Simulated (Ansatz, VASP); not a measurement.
**Two plane-wave programs on InAs**

```
CELL_PARAMETERS angstrom
0.00000 2.87730 2.87730
2.87730 0.00000 2.87730
2.87730 2.87730 0.00000
ATOMIC_POSITIONS crystal
In 0.50000 0.50000 0.50000
As 0.00000 0.00000 0.00000
```

Alike in both runs: task single point; functional PBE; k mesh 8 × 8 × 8; occupations gaussian, width 0.03 eV; no spin polarisation.

|  | VASP | Ansatz |
| --- | --- | --- |
| version | VASP 6.6.1 | Ansatz 0.2.0 |
| potentials or method | VASP PAW PBE potentials, release 64 (In_d, As) | Ansatz PAW |
| plane-wave cutoff (eV) | 520 | 420 |
| valence electrons in the cell | 18 | 28 |

|  | VASP | Ansatz | Ansatz less VASP |
| --- | --- | --- | --- |
| gap on the k mesh at the Fermi level (eV) | none | none | - |
| pressure (GPa) | 0.0 | 0.0 | -0.05 |

A gap of «none» marks a metal or a gap that the smearing closes. VASP's potentials hold 18 valence electrons a cell and Ansatz's 28, so a difference there can come from the potentials and not from the codes.
